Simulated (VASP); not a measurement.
A run of VASP 6.6.1 is set up as follows.

Contents of INCAR:

```
PREC = Accurate
ENCUT = 560
EDIFF = 1E-6
ISMEAR = -1
SIGMA = 0.02
LREAL = F
LASPH = T
NELM = 120
ALGO = Normal
ISIF = 2
LWAVE = F
LCHARG = F
GGA = PE
NBANDS = 16
GGA_COMPAT = F
```

The input KPOINTS:

```
Automatic mesh
0
Gamma
  16 16 16
```

The input POSCAR:

```
BAs
1.0
    0.0000000000      2.3724693156      2.3724693156
    2.3724693156      0.0000000000      2.3724693156
    2.3724693156      2.3724693156      0.0000000000
B As
1 1
Direct
    0.0000000000      0.0000000000      0.0000000000
    0.2500000000      0.2500000000      0.2500000000
```

Potentials or basis: VASP PAW PBE potentials, release 64 (B, As_d).

Run with:

```bash
$ cat potpaw_PBE.64/B/POTCAR potpaw_PBE.64/As_d/POTCAR > POTCAR
$ mpirun -np 1 vasp_std > vasp.out
```

Question: What does it give for the pressure?

Answer: 5.5 GPa.

Question: Predict the band gap on the k mesh.

Answer: 1.18 eV (least direct gap 3.31 eV).

Caveat: the cell stands under pressure. A k mesh can miss the band edges.
